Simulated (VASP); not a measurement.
# ZnSe (NiAs type) (P6_3/mmc) in VASP: relaxation of cell and atoms with PBE

Aim: the relaxation of cell and atoms of ZnSe (NiAs type) with PBE.

All numbers are computed with VASP 6.6.1; they aren't measurements. Logs are shortened: lines on timing, memory, paths and dates and some standing lists are left out, and cuts for length are marked.

### Step 1. The cell of the first run

The structure is hexagonal, space group P6_3/mmc (No. 194). The conventional cell has a = 3.862 Å, b = 3.862 Å, c = 5.986 Å, α = 90.00°, β = 90.00°, γ = 120.00°. Within 3.5 Å of Zn (site symmetry -3m) lie 6 Se at 2.69 Å and 2 Zn at 2.99 Å. Se (site symmetry -6m2) has 6 Zn at 2.69 Å within 3.5 Å.

### Step 2. Relaxation of cell and atoms, PBE, target pressure 0.043 GPa, at which the enthalpy is minimised

Contents of INCAR:

```
SYSTEM = ZnSe
PREC     = Accurate       ! precision mode
ENCUT    = 600            ! plane-wave cutoff, eV
EDIFF    = 1E-6           ! SCF threshold, eV
ISMEAR   = -1             ! smearing method
SIGMA    = 0.08           ! smearing width, eV
LREAL    = .FALSE.        ! projectors in reciprocal space
LASPH    = .TRUE.         ! aspherical terms in the spheres
NELM     = 100            ! most SCF steps
ALGO     = Normal         ! electronic algorithm
ISIF     = 3              ! what is computed and relaxed
LWAVE    = .FALSE.        ! write WAVECAR
LCHARG   = .FALSE.        ! write CHGCAR
GGA      = PE             ! functional
IBRION   = 2              ! ionic algorithm
NSW      = 60             ! ionic steps
EDIFFG   = -0.005         ! ionic threshold
PSTRESS  = 0.42999999999999994
```

Contents of KPOINTS:

```
Automatic mesh
0
G
  10 10 6
  0 0 0
```

Contents of POSCAR:

```
ZnSe
1.0
    3.8618629699      0.0000000000      0.0000000000
   -1.9309314850      3.3444714379      0.0000000000
    0.0000000000      0.0000000000      5.9858876033
Zn Se
2 2
Direct
    0.0000000000      0.0000000000      0.0000000000
    0.0000000000      0.0000000000      0.5000000000
    0.3333333333      0.6666666667      0.2500000000
    0.6666666667      0.3333333333      0.7500000000
```

Potentials or basis: VASP PAW PBE potentials, release 64 (Zn, Se).

Run with:

```console
$ cat potpaw_PBE.64/Zn/POTCAR potpaw_PBE.64/Se/POTCAR > POTCAR
$ mpirun -np 1 vasp_std > vasp.out
```

OUTCAR:

```text
SYSTEM = ZnSe
   PREC = Accurate
   ENCUT = 600
   EDIFF = 1E-6
   ISMEAR = -1
   LREAL = .FALSE.
   LASPH = .TRUE.
   NELM = 100
   ISIF = 3
   GGA = PE
   IBRION = 2
   NSW = 60
   EDIFFG = -0.005
   PSTRESS = 0.42999999999999994

 ion  position               nearest neighbor table
   1  0.000  0.000  0.000-   3 2.69   4 2.69   4 2.69   3 2.69   4 2.69   3 2.69   2 2.99   2 2.99

   2  0.000  0.000  0.500-   3 2.69   4 2.69   4 2.69   3 2.69   4 2.69   3 2.69   1 2.99   1 2.99

   3  0.333  0.667  0.250-   1 2.69   2 2.69   1 2.69   2 2.69   1 2.69   2 2.69
   4  0.667  0.333  0.750-   1 2.69   2 2.69   1 2.69   2 2.69   1 2.69   2 2.69

  LATTYP: Found a hexagonal cell.
 ALAT       =     3.8618629699
 C/A-ratio  =     1.5500000000

  Lattice vectors:

 A1 = (   3.8618629699,   0.0000000000,   0.0000000000)
 A2 = (  -1.9309314850,   3.3444714379,   0.0000000000)
 A3 = (   0.0000000000,   0.0000000000,   5.9858876033)

Analysis of symmetry for initial positions (statically):
=====================================================================
 Subroutine PRICEL returns:
 Original cell was already a primitive cell.

 Routine SETGRP: Setting up the symmetry group for a
 hexagonal supercell.

 Subroutine GETGRP returns: Found 24 space group operations
 (whereof 12 operations were pure point group operations)
 out of a pool of 24 trial point group operations.

The static configuration has the point symmetry D_3d.
 The point group associated with its full space group is D_6h.

Analysis of symmetry for dynamics (positions and initial velocities):
=====================================================================
 Subroutine PRICEL returns:
 Original cell was already a primitive cell.

 Routine SETGRP: Setting up the symmetry group for a
 hexagonal supercell.

 Subroutine GETGRP returns: Found 24 space group operations
 (whereof 12 operations were pure point group operations)
 out of a pool of 24 trial point group operations.

The dynamic configuration has the point symmetry D_3d.
 The point group associated with its full space group is D_6h.

 Subroutine INISYM returns: Found 24 space group operations
 (whereof 12 operations are pure point group operations),
 and found     1 'primitive' translations

----------------------------------------------------------------------------------------

                                     Primitive cell

  volume of cell :      77.3131

  direct lattice vectors                    reciprocal lattice vectors
     3.861862970  0.000000000  0.000000000     0.258942383  0.149500454  0.000000000
    -1.930931485  3.344471438  0.000000000     0.000000000  0.299000909  0.000000000
     0.000000000  0.000000000  5.985887603     0.000000000  0.000000000  0.167059602

  length of vectors
     3.861862970  3.861862970  5.985887603     0.299000909  0.299000909  0.167059602

  position of ions in fractional coordinates (direct lattice)
     0.000000000  0.000000000  0.000000000
     0.000000000  0.000000000  0.500000000
     0.333333333  0.666666667  0.250000000
     0.666666667  0.333333333  0.750000000

  ion indices of the primitive-cell ions
   primitive index   ion index
                 1           1
                 2           2
                 3           3
                 4           4

----------------------------------------------------------------------------------------

 KPOINTS: Automatic mesh

Automatic generation of k-mesh.
 Grid dimensions read from file:
 generate k-points for:   10   10    6

 Generating k-lattice:

  Cartesian coordinates                     Fractional coordinates (reciprocal lattice)
     0.025894238  0.014950045  0.000000000     0.100000000  0.000000000  0.000000000
     0.000000000  0.029900091  0.000000000     0.000000000  0.100000000  0.000000000
     0.000000000  0.000000000  0.027843267     0.000000000  0.000000000  0.166666667

  Length of vectors
     0.029900091  0.029900091  0.027843267

  Shift w.r.t. Gamma in fractional coordinates (k-lattice)
     0.000000000  0.000000000  0.000000000

 Subroutine IBZKPT returns following result:
 ===========================================

 Found     56 irreducible k-points:

 Following reciprocal coordinates:
            Coordinates               Weight
  0.000000  0.000000  0.000000      1.000000
  0.100000  0.000000  0.000000      6.000000
  0.200000  0.000000  0.000000      6.000000
  0.300000 -0.000000  0.000000      6.000000
  0.400000 -0.000000  0.000000      6.000000
  0.500000 -0.000000  0.000000      3.000000
[... 16 lines left out ...]
  0.300000  0.100000  0.166667     24.000000
  0.400000  0.100000  0.166667     24.000000
 [... further k-points ...]
   k-points           NKPTS =     56   k-points in BZ     NKDIM =     56   number of bands    NBANDS=     22
   number of dos      NEDOS =    301   number of ions     NIONS =      4
   total plane-waves  NPLWV =  49152
   dimension x,y,z NGX =    32 NGY =   32 NGZ =   48
   dimension x,y,z NGXF=    64 NGYF=   64 NGZF=   96
   ions per type =               2   2
   NGX,Y,Z   is equivalent  to a cutoff of  13.78, 13.78, 13.33 a.u.
   NGXF,Y,Z  is equivalent  to a cutoff of  27.55, 27.55, 26.66 a.u.
 SYSTEM =  ZnSe
   PREC   = accura    normal or accurate (medium, high low for compatibility)
   ISTART =      0    job   : 0-new  1-cont  2-samecut
   ICHARG =      2    charge: 1-file 2-atom 10-const
   ISPIN  =      1    spin polarized calculation?
   LNONCOLLINEAR =      F non collinear calculations
   LSORBIT =      F    spin-orbit coupling
   LASPH  =      T    aspherical Exc in radial PAW
   ENCUT  =  600.0 eV  44.10 Ry    6.64 a.u.   7.71  7.71 11.96*2*pi/ulx,y,z
   NELM   =    100;   NELMIN=  2; NELMDL= -5     # of ELM steps
   EDIFF  = 0.1E-05   stopping-criterion for ELM
   LREAL  =      F    real-space projection
   EDIFFG = -.5E-02   stopping-criterion for IOM
   NSW    =     60    number of steps for IOM
   IBRION =      2    ionic relax: 0-MD 1-quasi-New 2-CG
   NFREE  =      1    steps in history (QN), initial steepest desc. (CG)
   ISIF   =      3    stress and relaxation
   ISYM   =      2    0-nonsym 1-usesym 2-fastsym
   POTIM  = 0.5000    time-step for ionic-motion
   TEBEG  =    0.0;   TEEND  =   0.0 temperature during run
   PSTRESS=    0.4 pullay stress
   NELECT =      36.0000    total number of electrons
   NUPDOWN=      -1.0000    fix difference up-down
   EMIN   =  10.00;   EMAX   =-10.00  energy-range for DOS
   EFERMI =   0.00;   METHOD = LEGACY
   ISMEAR =    -1;   SIGMA  =   0.08  broadening in eV -4-tet -1-fermi 0-gaus
   EFERMI_NEDOS =   21; number of points for ismear=-14 and -15
   IALGO  =     38    algorithm
   IMIX   =      4    mixing-type and parameters
     AMIX     =   0.40;   BMIX     =  1.00
     AMIX_MAG =   1.60;   BMIX_MAG =  1.00
  volume/ion in A,a.u.               =      19.33       130.43
  Fermi-wavevector in a.u.,A,eV,Ry     =   1.268892  2.397858 21.906566  1.610087
  Thomas-Fermi vector in A             =   2.401963
   LORBIT       =      0    0 simple, 1 ext, 2 COOP (PROOUT), +10 PAW based schemes
   GGA     = PE    functional components
   LHFCALC =     F    Hartree Fock is set to
   AEXX    =    0.0000 exact exchange contribution
   IVDW    =     0    specifies the selected vdW correction
   LEPSILON=     F    determine dielectric tensor
   LRPA    =     F    only Hartree local field effects (RPA)
 conjugate gradient relaxation of ions
 non-spin polarized calculation
  energy-cutoff  :      600.00
  volume of cell :       77.31
 maximum number of plane-waves:      2612
 NGX is ok and might be reduce to    32
   NGX = 15   NGY = 15   NGZ = 23

--------------------------------------- Ionic step        1  -------------------------------------------

 number of electron      36.0000023 magnetization

 Free energy of the ion-electron system (eV)
  ---------------------------------------------------
  ext. energy  EPLUGINS =         0.00000000
  ---------------------------------------------------
  free energy    TOTEN  =       -10.76729367 eV

  energy without entropy =      -10.76021661  energy(sigma->0) =      -10.76375514

------------------------ aborting loop because EDIFF is reached ----------------------------------------

  FORCE on cell =-STRESS in cart. coord.  units (eV):
  Direction    XX          YY          ZZ          XY          YZ          ZX
  --------------------------------------------------------------------------------------
  -------------------------------------------------------------------------------------
  Total        0.0137458      0.0137458      1.4886742     -0.0000000      0.0000000     -0.0000000
  in kB        0.2848569      0.2848569     30.8501531     -0.0000000      0.0000000     -0.0000000
  external PRESSURE =      10.0432890 kB  Pullay stress =       0.4300000 kB

 VOLUME and BASIS-vectors are now :
 -----------------------------------------------------------------------------
  energy-cutoff  :      600.00
  volume of cell :       77.31
      direct lattice vectors                 reciprocal lattice vectors
     3.861862970  0.000000000  0.000000000     0.258942383  0.149500454  0.000000000
    -1.930931485  3.344471438  0.000000000     0.000000000  0.299000909  0.000000000
     0.000000000  0.000000000  5.985887603     0.000000000  0.000000000  0.167059602
[... 250 lines left out ...]
  FREE ENERGIE OF THE ION-ELECTRON SYSTEM (eV)
  ---------------------------------------------------
  free  energy   TOTEN  =       -10.7919988972 eV

  energy  without entropy=      -10.7847587369  energy(sigma->0) =      -10.78837882

  enthalpy is  TOTEN    =       -10.7709987939 eV   P V=        0.0210001033

--------------------------------------- Ionic step        8  -------------------------------------------

 number of electron      35.9999984 magnetization

 Free energy of the ion-electron system (eV)
  ---------------------------------------------------
  ext. energy  EPLUGINS =         0.00000000
  ---------------------------------------------------
  free energy    TOTEN  =       -10.79199546 eV

  energy without entropy =      -10.78476348  energy(sigma->0) =      -10.78837947

 E-fermi :   3.1154     XC(G=0): -10.3321

 val. band max:        3.0247259529   @ k =   0.2000   0.0000   0.0000
 cond. band min:       3.3227202388   @ k =   0.0000   0.0000   0.0000
 fundamental gap:      0.2979942859
 Fermi energy:         3.1153551635

 k-point     1 :       0.0000    0.0000    0.0000
  band No.  band energies     occupation
      1     -10.7221      2.00000
      2      -9.3663      2.00000
      3      -3.9971      2.00000
      4      -3.8478      2.00000
      5      -3.8478      2.00000
      6      -3.7866      2.00000
[... 14 lines left out ...]
     21       9.0535      0.00000
     22       9.0535      0.00000
[... 552 lines left out ...]
  band No.  band energies     occupation
      1      -9.4218      2.00000
      2      -9.1898      2.00000
      3      -4.0486      2.00000
      4      -3.8361      2.00000
      5      -3.7624      2.00000
      6      -3.7103      2.00000
[... 14 lines left out ...]
     21       7.2356      0.00000
     22       8.7878      0.00000

 [... further k-points ...]
[... 5 lines left out ...]
  --------------------------------------------------------------------------------------
  -------------------------------------------------------------------------------------
  Total        0.0327159      0.0327159      0.0280477     -0.0000000     -0.0000000      0.0000000
  in kB        0.6700421      0.6700421      0.5744355     -0.0000000     -0.0000000      0.0000000
  external PRESSURE =       0.2081732 kB  Pullay stress =       0.4300000 kB

 VOLUME and BASIS-vectors are now :
 -----------------------------------------------------------------------------
  energy-cutoff  :      600.00
  volume of cell :       78.23
      direct lattice vectors                 reciprocal lattice vectors
     3.821991613  0.000000000 -0.000000000     0.261643693  0.151060057 -0.000000000
    -1.910995807  3.309941830  0.000000000    -0.000000000  0.302120113 -0.000000000
    -0.000000000  0.000000000  6.183826023     0.000000000 -0.000000000  0.161712182

 POSITION                                       TOTAL-FORCE (eV/Angst)
 -----------------------------------------------------------------------------------
     -1.91100      3.30994      6.18383         0.000000     -0.000000      0.000000
     -0.00000      0.00000      3.09191         0.000000      0.000000      0.000000
     -0.00000      2.20663      1.54596         0.000000      0.000000     -0.000000
      1.91100      1.10331      4.63787        -0.000000     -0.000000      0.000000
 -----------------------------------------------------------------------------------
    total drift:                                0.000000     -0.000000      0.000000

  FREE ENERGIE OF THE ION-ELECTRON SYSTEM (eV)
  ---------------------------------------------------
  free  energy   TOTEN  =       -10.7919954645 eV

  energy  without entropy=      -10.7847634831  energy(sigma->0) =      -10.78837947

  enthalpy is  TOTEN    =       -10.7710000126 eV   P V=        0.0209954519

 reached required accuracy - stopping structural energy minimisation
```

Run time: 6.1 min. Hardware: 1 thread of AMD EPYC 7R43 (Zen 3), shared host; peak memory 0.26 GiB.

Results:

- Free energy: -10.7920 eV
- Relaxed volume: 19.56 Å³/atom
- Relaxed cell: a = 3.822 Å, b = 3.822 Å, c = 6.184 Å, α = 90.00°, β = 90.00°, γ = 120.00°
- Space group after relaxing (to 0.1 Å): P6_3/mmc (No. 194)
- Energy change on relaxing (the run minimises the enthalpy): -6.2 meV/atom
- Ionic steps: 8
- Pressure after relaxing: 0.1 GPa
- Band gap on the k mesh: zero (bands 18 and 19 overlap by 0.23 eV)

The path:
```tsv
step	energy change (eV)	largest force (eV/Å)	pressure (GPa)	volume (Å³)
1	0.0000	0.0000	1.05	77.31
2	-0.0169	0.0000	-0.26	78.67
3	-0.0186	0.0000	-0.94	79.34
4	-0.0245	0.0000	-0.24	78.56
5	-0.0245	0.0000	-0.20	78.47
6	-0.0247	0.0000	0.17	78.17
7	-0.0247	0.0000	0.01	78.25
8	-0.0247	0.0000	0.06	78.23
```

Final structure:
```
Zn Se
1.0
     3.82199    0.00000    0.00000
    -1.91100    3.30994    0.00000
     0.00000    0.00000    6.18383
Zn Se
2 2
Direct
  0.00000 0.00000 0.00000
  0.00000 0.00000 0.50000
  0.33333 0.66667 0.25000
  0.66667 0.33333 0.75000
```

Caveat: the cell is relaxed towards a set pressure, so the run minimises the enthalpy, not the energy; semilocal functionals underestimate gaps, so a narrow gap can read as zero.
